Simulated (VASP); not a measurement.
Wanted: the native input for a VASP 6.6.1 run.

- Task: single point
- Functional: r2SCAN
- Potentials or basis: VASP PAW PBE potentials, release 64 (Si, C)
- Cutoff: 520 eV
- k mesh: 12 × 12 × 4
- Occupations: gaussian, width 0.01 eV
- Spin: no spin polarisation
- Dipole correction: no
- Further INCAR settings: ALGO = Normal; EDIFF = 1e-06; NBANDS = 16

SiC:

```xyz
4
Lattice="3.0132 0.0000 0.0000 -1.5066 2.6095 0.0000 0.0000 0.0000 4.9450" Properties=species:S:1:pos:R:3 pbc="T T T"
Si    0.0000    1.7397    0.0000
Si    1.5066    0.8698    2.4725
C     0.0000    1.7397    1.9038
C     1.5066    0.8698    4.3763
```

These files were run (other wordings do the same):

POSCAR

```
SiC
1.0
    3.0132068704      0.0000000000      0.0000000000
   -1.5066034352      2.6095096391      0.0000000000
    0.0000000000      0.0000000000      4.9449506768
Si C
2 2
Direct
    0.3333333333      0.6666666667      0.0000000000
    0.6666666667      0.3333333333      0.5000000000
    0.3333333333      0.6666666667      0.3850000000
    0.6666666667      0.3333333333      0.8850000000
```

INCAR.step1

```
SYSTEM = SiC
PREC     = Accurate       ! precision mode
ENCUT    = 520            ! plane-wave cutoff, eV
ISMEAR   = 0              ! smearing method
SIGMA    = 0.01           ! smearing width, eV
LREAL    = .False.        ! projectors in reciprocal space
LASPH    = .True.         ! aspherical terms in the spheres
NELM     = 100            ! most SCF steps
NBANDS   = 16             ! bands
GGA      = PE             ! functional
ALGO     = Normal         ! electronic algorithm
EDIFF    = 1E-4           ! SCF threshold, eV
LWAVE    = .True.         ! write WAVECAR
LCHARG   = .False.        ! write CHGCAR
```

INCAR.step2

```
SYSTEM = SiC
PREC     = Accurate       ! precision mode
ENCUT    = 520            ! plane-wave cutoff, eV
EDIFF    = 1E-6           ! SCF threshold, eV
ISMEAR   = 0              ! smearing method
SIGMA    = 0.01           ! smearing width, eV
LREAL    = .False.        ! projectors in reciprocal space
LASPH    = .True.         ! aspherical terms in the spheres
NELM     = 100            ! most SCF steps
ALGO     = Normal         ! electronic algorithm
ISIF     = 2              ! what is computed and relaxed
LWAVE    = .False.        ! write WAVECAR
LCHARG   = .True.         ! write CHGCAR
METAGGA  = R2SCAN         ! meta-GGA
LMIXTAU  = .True.       
LELF     = .True.         ! ELF
LVHAR    = .True.       
NBANDS   = 16             ! bands
ISTART   = 1
```

KPOINTS

```
regular mesh
0
Gamma
  12 12 4
  0 0 0
```

Potentials or basis: VASP PAW PBE potentials, release 64 (Si, C).

The run is started by

```sh
$ cat potpaw_PBE.64/Si/POTCAR potpaw_PBE.64/C/POTCAR > POTCAR
$ cp INCAR.step1 INCAR
$ mpirun -np 1 vasp_std > vasp.out
$ cp INCAR.step2 INCAR
$ mpirun -np 1 vasp_std > vasp.out
```

Results of the run:

| Item | Value |
| --- | --- |
| Pressure | 15.8 GPa |
| Largest force | 0.872 eV/Å |
| Band gap on the k mesh | 2.60 eV (least direct gap 4.74 eV) |

Caveat: the cell stands under pressure; the PAW data sets were made with another functional, which shifts forces and pressure a little.

Wall time 2.6 min on 1 thread of Intel Xeon 8259CL (shared host), peak memory 0.18 GiB.
